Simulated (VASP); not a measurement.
# K5RbSr3Br2 (P6/mmm) in VASP: a series of runs

The runs below take K5RbSr3Br2 through single point, with PBE.

Everything below comes from runs of VASP 6.6.1. Logs are shortened: lines on timing, memory, paths and dates and some standing lists are left out, and cuts for length are marked.

## Step 1: The cell of the first run

The structure is hexagonal, space group P6/mmm (No. 191). The conventional cell has a = 6.153 Å, b = 6.153 Å, c = 13.093 Å, α = 90.00°, β = 90.00°, γ = 120.00°. Within 2.7 Å of K (site symmetry 6mm) lie 1 Br at 2.06 Å. K (site symmetry mmm) has 2 Rb at 3.08 Å and 4 K at 3.08 Å within 4.0 Å. Within 4.0 Å of Rb (site symmetry 6/mmm) lie 8 K at 3.08 to 3.61 Å. Within 4.0 Å of Sr (site symmetry mmm) lie 4 Sr at 3.08 Å and 4 Br at 3.20 Å. Within 2.3 Å of Br (site symmetry 6mm) lie 1 Br at 1.75 Å and 1 K at 2.06 Å.

The cell was generated, and may not be a known phase.

## Step 2: Single point, PBE

INCAR reads:

```
PREC = Accurate ; ENCUT = 520
EDIFF = 1E-6 ; ISMEAR = 0
SIGMA = 0.1 ; LREAL = F
LASPH = T ; NELM = 80
ALGO = Normal ; ISIF = 2
LWAVE = F ; LCHARG = F
GGA = PE ; NBANDS = 60
```

KPOINTS reads:

```
regular mesh
0
Gamma
  3 3 2
```

POSCAR reads:

```
K5RbSr3Br2
1.0
    6.1526927400      0.0000000000      0.0000000000
   -3.0763463700      5.3283882200      0.0000000000
    0.0000000000      0.0000000000     13.0930106400
K Rb Sr Br
5 1 3 2
Direct
    0.0000000000      0.0000000000      0.7757210200
    0.0000000000      0.0000000000      0.2242789800
    0.5000000000      0.0000000000      0.5000000000
    0.0000000000      0.5000000000      0.5000000000
    0.5000000000      0.5000000000      0.5000000000
    0.0000000000      0.0000000000      0.5000000000
    0.5000000000      0.0000000000      0.0000000000
    0.0000000000      0.5000000000      0.0000000000
    0.5000000000      0.5000000000      0.0000000000
    0.0000000000      0.0000000000      0.0666856200
    0.0000000000      0.0000000000      0.9333143800
```

Potentials or basis: VASP PAW PBE potentials, release 64 (K_sv, Rb_sv, Sr_sv, Br).

Launch:

```sh
> cat potpaw_PBE.64/K_sv/POTCAR potpaw_PBE.64/Rb_sv/POTCAR potpaw_PBE.64/Sr_sv/POTCAR potpaw_PBE.64/Br/POTCAR > POTCAR
> mpirun -np 1 vasp_std > vasp.out
```

OUTCAR:

```text
PREC = Accurate
   ENCUT = 520
   EDIFF = 1E-6
   ISMEAR = 0
   LREAL = F
   LASPH = T
   NELM = 80
   ISIF = 2
   GGA = PE

 ion  position               nearest neighbor table
   1  0.000  0.000  0.776-  11 2.06   6 3.61   7 4.25   7 4.25   8 4.25   8 4.25   9 4.25   9 4.25

   2  0.000  0.000  0.224-  10 2.06   6 3.61   7 4.25   7 4.25   8 4.25   8 4.25   9 4.25   9 4.25

   3  0.500  0.000  0.500-   6 3.08   6 3.08   4 3.08   5 3.08   5 3.08   4 3.08
   4  0.000  0.500  0.500-   5 3.08   5 3.08   6 3.08   6 3.08   3 3.08   3 3.08
   5  0.500  0.500  0.500-   4 3.08   4 3.08   6 3.08   3 3.08   3 3.08   6 3.08
   6  0.000  0.000  0.500-   3 3.08   3 3.08   5 3.08   4 3.08   4 3.08   5 3.08   1 3.61   2 3.61

   7  0.500  0.000  0.000-   8 3.08   9 3.08   9 3.08   8 3.08  10 3.20  10 3.20  11 3.20  11 3.20
                             2 4.25   2 4.25   1 4.25   1 4.25
   8  0.000  0.500  0.000-   9 3.08   9 3.08   7 3.08   7 3.08  10 3.20  11 3.20  10 3.20  11 3.20
                             1 4.25   2 4.25   1 4.25   2 4.25
   9  0.500  0.500  0.000-   8 3.08   8 3.08   7 3.08   7 3.08  10 3.20  11 3.20  10 3.20  11 3.20
                             1 4.25   2 4.25   1 4.25   2 4.25
  10  0.000  0.000  0.067-  11 1.75   2 2.06   7 3.20   7 3.20   8 3.20   8 3.20   9 3.20   9 3.20

  11  0.000  0.000  0.933-  10 1.75   1 2.06   7 3.20   7 3.20   8 3.20   8 3.20   9 3.20   9 3.20

  LATTYP: Found a hexagonal cell.
 ALAT       =     6.1526927400
 C/A-ratio  =     2.1280130820

  Lattice vectors:

 A1 = (   6.1526927400,   0.0000000000,   0.0000000000)
 A2 = (  -3.0763463700,   5.3283882200,   0.0000000000)
 A3 = (   0.0000000000,   0.0000000000,  13.0930106400)

Analysis of symmetry for initial positions (statically):
=====================================================================
 Subroutine PRICEL returns:
 Original cell was already a primitive cell.

 Routine SETGRP: Setting up the symmetry group for a
 hexagonal supercell.

 Subroutine GETGRP returns: Found 24 space group operations
 (whereof 24 operations were pure point group operations)
 out of a pool of 24 trial point group operations.

The static configuration has the point symmetry D_6h.

Analysis of symmetry for dynamics (positions and initial velocities):
=====================================================================
 Subroutine PRICEL returns:
 Original cell was already a primitive cell.

 Routine SETGRP: Setting up the symmetry group for a
 hexagonal supercell.

 Subroutine GETGRP returns: Found 24 space group operations
 (whereof 24 operations were pure point group operations)
 out of a pool of 24 trial point group operations.

The dynamic configuration has the point symmetry D_6h.

 Subroutine INISYM returns: Found 24 space group operations
 (whereof 24 operations are pure point group operations),
 and found     1 'primitive' translations

----------------------------------------------------------------------------------------

                                     Primitive cell

  volume of cell :     429.2404

  direct lattice vectors                    reciprocal lattice vectors
     6.152692740  0.000000000  0.000000000     0.162530463  0.093837006  0.000000000
    -3.076346370  5.328388220  0.000000000     0.000000000  0.187674013  0.000000000
     0.000000000  0.000000000 13.093010640     0.000000000  0.000000000  0.076376628

  length of vectors
     6.152692740  6.152692745 13.093010640     0.187674013  0.187674013  0.076376628

  position of ions in fractional coordinates (direct lattice)
     0.000000000  0.000000000  0.775721020
     0.000000000  0.000000000  0.224278980
     0.500000000  0.000000000  0.500000000
     0.000000000  0.500000000  0.500000000
     0.500000000  0.500000000  0.500000000
     0.000000000  0.000000000  0.500000000
     0.500000000  0.000000000  0.000000000
     0.000000000  0.500000000  0.000000000
     0.500000000  0.500000000  0.000000000
     0.000000000  0.000000000  0.066685620
     0.000000000  0.000000000  0.933314380

  ion indices of the primitive-cell ions
   primitive index   ion index
                 1           1
                 2           2
                 3           3
                 4           4
                 5           5
                 6           6
                 7           7
                 8           8
                 9           9
                10          10
                11          11

----------------------------------------------------------------------------------------

 KPOINTS: regular mesh

Automatic generation of k-mesh.
 Grid dimensions read from file:
 generate k-points for:    3    3    2

 Generating k-lattice:

  Cartesian coordinates                     Fractional coordinates (reciprocal lattice)
     0.054176821  0.031279002  0.000000000     0.333333333 -0.000000000  0.000000000
     0.000000000  0.062558004  0.000000000     0.000000000  0.333333333  0.000000000
     0.000000000  0.000000000  0.038188314     0.000000000  0.000000000  0.500000000

  Length of vectors
     0.062558004  0.062558004  0.038188314

  Shift w.r.t. Gamma in fractional coordinates (k-lattice)
     0.000000000  0.000000000  0.000000000

 Subroutine IBZKPT returns following result:
 ===========================================

 Found      6 irreducible k-points:

 Following reciprocal coordinates:
            Coordinates               Weight
  0.000000  0.000000  0.000000      1.000000
  0.333333 -0.000000  0.000000      6.000000
  0.333333  0.333333  0.000000      2.000000
  0.000000  0.000000  0.500000      1.000000
  0.333333 -0.000000  0.500000      6.000000
  0.333333  0.333333  0.500000      2.000000
   k-points           NKPTS =      6   k-points in BZ     NKDIM =      6   number of bands    NBANDS=     60
   number of dos      NEDOS =    301   number of ions     NIONS =     11
   total plane-waves  NPLWV = 225792
   dimension x,y,z NGX =    48 NGY =   48 NGZ =   98
   dimension x,y,z NGXF=    96 NGYF=   96 NGZF=  196
   ions per type =               5   1   3   2
   NGX,Y,Z   is equivalent  to a cutoff of  12.97, 12.97, 12.44 a.u.
   NGXF,Y,Z  is equivalent  to a cutoff of  25.94, 25.94, 24.89 a.u.
 SYSTEM =  unknown system
   PREC   = accura    normal or accurate (medium, high low for compatibility)
   ISTART =      0    job   : 0-new  1-cont  2-samecut
   ICHARG =      2    charge: 1-file 2-atom 10-const
   ISPIN  =      1    spin polarized calculation?
   LNONCOLLINEAR =      F non collinear calculations
   LSORBIT =      F    spin-orbit coupling
   LASPH  =      T    aspherical Exc in radial PAW
   ENCUT  =  520.0 eV  38.22 Ry    6.18 a.u.  11.44 11.44 24.34*2*pi/ulx,y,z
   NELM   =     80;   NELMIN=  2; NELMDL= -5     # of ELM steps
   EDIFF  = 0.1E-05   stopping-criterion for ELM
   LREAL  =      F    real-space projection
   EDIFFG = 0.1E-04   stopping-criterion for IOM
   NSW    =      0    number of steps for IOM
   IBRION =     -1    ionic relax: 0-MD 1-quasi-New 2-CG
   NFREE  =      0    steps in history (QN), initial steepest desc. (CG)
   ISIF   =      2    stress and relaxation
   ISYM   =      2    0-nonsym 1-usesym 2-fastsym
   POTIM  = 0.5000    time-step for ionic-motion
   TEBEG  =    0.0;   TEEND  =   0.0 temperature during run
   PSTRESS=    0.0 pullay stress
   NELECT =      98.0000    total number of electrons
   NUPDOWN=      -1.0000    fix difference up-down
   EMIN   =  10.00;   EMAX   =-10.00  energy-range for DOS
   EFERMI =   0.00;   METHOD = LEGACY
   ISMEAR =     0;   SIGMA  =   0.10  broadening in eV -4-tet -1-fermi 0-gaus
   EFERMI_NEDOS =   21; number of points for ismear=-14 and -15
   IALGO  =     38    algorithm
   IMIX   =      4    mixing-type and parameters
     AMIX     =   0.40;   BMIX     =  1.00
     AMIX_MAG =   1.60;   BMIX_MAG =  1.00
  volume/ion in A,a.u.               =      39.02       263.33
  Fermi-wavevector in a.u.,A,eV,Ry     =   1.000576  1.890814 13.621498  1.001152
  Thomas-Fermi vector in A             =   2.132941
   LORBIT       =      0    0 simple, 1 ext, 2 COOP (PROOUT), +10 PAW based schemes
   GGA     = PE    functional components
   LHFCALC =     F    Hartree Fock is set to
   AEXX    =    0.0000 exact exchange contribution
   IVDW    =     0    specifies the selected vdW correction
   LEPSILON=     F    determine dielectric tensor
   LRPA    =     F    only Hartree local field effects (RPA)
 non-spin polarized calculation
 Gauss-broadening in eV      SIGMA  =   0.10
  energy-cutoff  :      520.00
  volume of cell :      429.24
 maximum number of plane-waves:     11652
 NGX is ok and might be reduce to    48
   NGX = 23   NGY = 23   NGZ = 49

 number of electron      97.9999990 magnetization

 Free energy of the ion-electron system (eV)
  ---------------------------------------------------
  ext. energy  EPLUGINS =         0.00000000
  ---------------------------------------------------
  free energy    TOTEN  =        13.74270568 eV

  energy without entropy =       13.81718354  energy(sigma->0) =       13.77994461

 E-fermi :   2.4267     XC(G=0):  -7.5306

 val. band max:        2.4027569500   @ k =   0.3333  -0.0000   0.5000
 cond. band min:       2.5267866181   @ k =   0.3333  -0.0000   0.5000
 fundamental gap:      0.1240296681
 Fermi energy:         2.4266823998

 k-point     1 :       0.0000    0.0000    0.0000
  band No.  band energies     occupation
      1     -34.1609      2.00000
      2     -33.8116      2.00000
      3     -33.8116      2.00000
      4     -31.0628      2.00000
      5     -30.7642      2.00000
      6     -30.7642      2.00000
[... 52 lines left out ...]
     59       3.6096      0.00000
     60       4.5624      0.00000

 k-point     2 :       0.3333   -0.0000    0.0000
  band No.  band energies     occupation
      1     -34.0888      2.00000
      2     -33.8883      2.00000
      3     -33.8123      2.00000
      4     -30.9979      2.00000
      5     -30.8287      2.00000
      6     -30.7649      2.00000
[... 249 lines left out ...]
      4     -30.9115      2.00000
      5     -30.9115      2.00000
      6     -30.7686      2.00000
[... 52 lines left out ...]
     59       3.9651      0.00000
     60       3.9651      0.00000

------------------------ aborting loop because EDIFF is reached ----------------------------------------

  FORCE on cell =-STRESS in cart. coord.  units (eV):
  Direction    XX          YY          ZZ          XY          YZ          ZX
  --------------------------------------------------------------------------------------
  -------------------------------------------------------------------------------------
  Total       33.2826664     33.2826664    106.3798052      0.0000000      0.0000000      0.0000000
  in kB      124.2304580    124.2304583    397.0719106      0.0000000      0.0000000      0.0000000
  external PRESSURE =     215.1776090 kB  Pullay stress =       0.0000000 kB

 VOLUME and BASIS-vectors are now :
 -----------------------------------------------------------------------------
  energy-cutoff  :      520.00
  volume of cell :      429.24
      direct lattice vectors                 reciprocal lattice vectors
     6.152692740  0.000000000  0.000000000     0.162530463  0.093837006  0.000000000
    -3.076346370  5.328388220  0.000000000     0.000000000  0.187674013  0.000000000
     0.000000000  0.000000000 13.093010640     0.000000000  0.000000000  0.076376628

 POSITION                                       TOTAL-FORCE (eV/Angst)
 -----------------------------------------------------------------------------------
      0.00000      0.00000     10.15652         0.000000      0.000000    -12.001387
      0.00000      0.00000      2.93649        -0.000000     -0.000000     12.001387
      3.07635      0.00000      6.54651         0.000000     -0.000000      0.000000
     -1.53817      2.66419      6.54651         0.000000     -0.000000      0.000000
      1.53817      2.66419      6.54651         0.000000     -0.000000      0.000000
      0.00000      0.00000      6.54651         0.000000     -0.000000      0.000000
      3.07635      0.00000      0.00000         0.000000     -0.000000      0.000000
     -1.53817      2.66419      0.00000         0.000000     -0.000000      0.000000
      1.53817      2.66419      0.00000         0.000000     -0.000000      0.000000
      0.00000      0.00000      0.87312         0.000000      0.000000     19.424247
      0.00000      0.00000     12.21990        -0.000000     -0.000000    -19.424247
 -----------------------------------------------------------------------------------
    total drift:                               -0.000000      0.000000      0.000000

  FREE ENERGIE OF THE ION-ELECTRON SYSTEM (eV)
  ---------------------------------------------------
  free  energy   TOTEN  =        13.7427056833 eV

  energy  without entropy=       13.8171835425  energy(sigma->0) =       13.77994461
```

Wall time 2.3 min (1 thread of Intel Xeon 6975P-C (Granite Rapids), shared host); peak memory 0.6 GiB.

Results:

- Free energy: 13.7427 eV
- Pressure: 21.5 GPa
- Largest force: 19.424 eV/Å
- Band gap on the k mesh: zero (bands 49 and 50 overlap by 0.67 eV)

Forces on the atoms (eV/Å):
```
K     0.000   0.000 -12.001
K     0.000   0.000  12.001
K     0.000   0.000   0.000
K     0.000   0.000   0.000
K     0.000   0.000   0.000
Rb    0.000   0.000   0.000
Sr    0.000   0.000   0.000
Sr    0.000   0.000   0.000
Sr    0.000   0.000   0.000
Br    0.000   0.000  19.424
Br    0.000   0.000 -19.424
```

Stress tensor (GPa, compression positive):
```
12.42  0.00  0.00
 0.00 12.42  0.00
 0.00  0.00 39.71
```

Levels at points of the mesh, in eV from the Fermi level:
```tsv
k point	band 46	band 47	band 48	band 49	band 50	band 51	band 52	band 53
(0.00, 0.00, 0.00)	-1.35	-1.35	-0.98	-0.97	-0.45	-0.11	-0.06	-0.06
(0.00, 0.00, 0.50)	-1.35	-1.35	-0.97	-0.66	-0.45	-0.35	-0.06	-0.06
```

Caveat: the k points lie up to 0.39 Å⁻¹ apart, too coarse for converged energies and pressures of a metal; forces of over 1 eV/Å act on the atoms, so gaps and moduli don't describe the material at rest.

## Step 3: Single point, PBE

This run uses another cell than the first one, of 96.51 Å³/atom.

INCAR reads:

```
SYSTEM = K5RbSr3Br2
ALGO = Normal
EDIFF = 1E-7
ENCUT = 520
GGA = PE
ISIF = 2
ISMEAR = 0
LASPH = .True.
LCHARG = .False.
LREAL = .False.
LWAVE = .False.
NBANDS = 60
NELM = 100
PREC = Accurate
SIGMA = 0.1
```

KPOINTS reads:

```
k-points
0
Gamma
  3 3 2
  0 0 0
```

POSCAR reads:

```
K5RbSr3Br2
1.0
    8.2424480344      0.0000000000      0.0000000000
   -4.1212240172      7.1381693872      0.0000000000
    0.0000000000      0.0000000000     18.0438942363
K Rb Sr Br
5 1 3 2
Direct
    0.0000000000      0.0000000000      0.7324172209
    0.0000000000      0.0000000000      0.2675827791
    0.5000000000      0.0000000000      0.5000000000
    0.0000000000      0.5000000000      0.5000000000
    0.5000000000      0.5000000000      0.5000000000
    0.0000000000      0.0000000000      0.5000000000
    0.5000000000      0.0000000000      0.0000000000
    0.0000000000      0.5000000000      0.0000000000
    0.5000000000      0.5000000000      0.0000000000
    0.0000000000      0.0000000000      0.0988464105
    0.0000000000      0.0000000000      0.9011535895
```

Potentials or basis: VASP PAW PBE potentials, release 64 (K_sv, Rb_sv, Sr_sv, Br).

Launch:

```sh
> cat potpaw_PBE.64/K_sv/POTCAR potpaw_PBE.64/Rb_sv/POTCAR potpaw_PBE.64/Sr_sv/POTCAR potpaw_PBE.64/Br/POTCAR > POTCAR
> mpirun -np 1 vasp_std > vasp.out
```

Wall time 10 min (1 thread of Intel Xeon 6975P-C (Granite Rapids), shared host); peak memory 1.2 GiB.

The run converged. Its results:

```yaml
Free_energy: -15.2411 eV
Pressure: 0.0 GPa
Largest_force: 0.017 eV/Å
Band_gap_on_the_k_mesh: zero (bands 49 and 50 overlap by 0.07 eV)
```

Forces on the atoms (eV/Å):
```
K    0.000  0.000  0.016
K    0.000  0.000 -0.016
K    0.000  0.000  0.000
K    0.000  0.000  0.000
K    0.000  0.000  0.000
Rb   0.000  0.000  0.000
Sr   0.000  0.000  0.000
Sr   0.000  0.000  0.000
Sr   0.000  0.000  0.000
Br   0.000  0.000  0.017
Br   0.000  0.000 -0.017
```

Levels at points of the mesh, in eV from the Fermi level:
```tsv
k point	band 47	band 48	band 49	band 50	band 51	band 52
(0.00, 0.00, 0.00)	-0.33	-0.28	-0.28	0.13	0.18	0.30
(0.00, 0.00, 0.50)	-0.28	-0.28	-0.28	0.05	0.13	0.30
```

The gap in the log of VASP goes by the Fermi energy; the results here count the filled bands.